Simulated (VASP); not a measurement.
HC12 (a cell with a defect): single point with PBE

Crystal: HC12 (a cell with a defect).

```
CELL_PARAMETERS angstrom
-3.57155 -1.78577 -1.78577
-1.78577 -3.57155 1.78577
-3.57155 1.78577 1.78577
ATOMIC_POSITIONS crystal
C 0.91667 0.66667 0.25000
C 0.58333 0.33333 0.25000
C 0.25000 0.00000 0.25000
C 0.08333 0.33333 0.75000
C 0.75000 0.00000 0.75000
C 0.41667 0.66667 0.75000
C 0.54167 0.66667 0.37500
C 0.20833 0.33333 0.37500
C 0.87500 0.00000 0.37500
C 0.70833 0.33333 0.87500
C 0.37500 0.00000 0.87500
C 0.04167 0.66667 0.87500
H 0.64583 0.45833 0.18750
```

```
Program             : VASP 6.6.1
Task                : single point
Functional          : PBE
Potentials or basis : VASP PAW PBE potentials, release 64 (C, H)
Cutoff              : 520 eV
k mesh              : 6 × 6 × 6
Occupations         : gaussian, width 0.05 eV
Spin                : no spin polarisation
```

```
Largest force : 48.979 eV/Å
```

Forces in eV/Å, atoms in the order of the input:
```
C    -0.034  -0.346  -0.376
C    15.361  46.490  -1.302
C     0.472  -0.049  -0.439
C    -0.436  -0.005  -0.098
C    -0.157   0.347   0.287
C     0.088   0.816   0.122
C    -4.399  -2.136   5.146
C     0.026  -0.039   0.685
C    -0.512   0.166   0.211
C     2.300  -0.945  -2.076
C     0.181  -0.440  -0.239
C     0.181  -0.230  -0.099
H   -13.072 -43.628  -1.822
```

Levels at points of the mesh, in eV from the Fermi level:
```tsv
k point	band 20	band 21	band 22	band 23	band 24	band 25	band 26	band 27	band 28	band 29
(0.00, 0.00, 0.00)	-3.66	-3.11	-0.63	-0.44	-0.23	4.08	5.04	5.15	5.80	6.34
(0.50, 0.00, 0.00)	-4.80	-4.56	-4.28	-2.88	-2.14	4.97	5.53	6.11	6.33	6.71
(0.50, 0.50, 0.00)	-4.84	-4.62	-4.27	-2.63	-2.07	4.51	5.26	6.12	6.65	7.32
(0.00, 0.50, 0.00)	-4.99	-3.23	-3.16	-2.06	-1.53	4.02	4.44	5.16	7.35	7.59
(0.00, 0.00, 0.50)	-5.20	-3.26	-2.34	-1.72	-1.70	4.20	6.48	6.88	7.06	7.08
(0.50, 0.00, 0.50)	-4.08	-3.92	-3.62	-3.08	-3.00	3.31	4.54	5.37	5.85	6.92
(0.50, 0.50, 0.50)	-3.93	-3.71	-3.63	-3.11	-3.08	4.15	4.28	5.23	5.49	5.86
(0.00, 0.50, 0.50)	-4.80	-4.60	-4.32	-4.04	-3.98	3.69	5.27	5.91	6.03	6.20
```

Run time: 6.7 min on 1 thread of Intel Xeon 8259CL, with other jobs on the host, peak memory 0.32 GiB.

Caveat: the cell carries a net charge on a neutralising background, which shifts energy and pressure; the cell is charged against a uniform background, so pressure and absolute levels hang on convention.
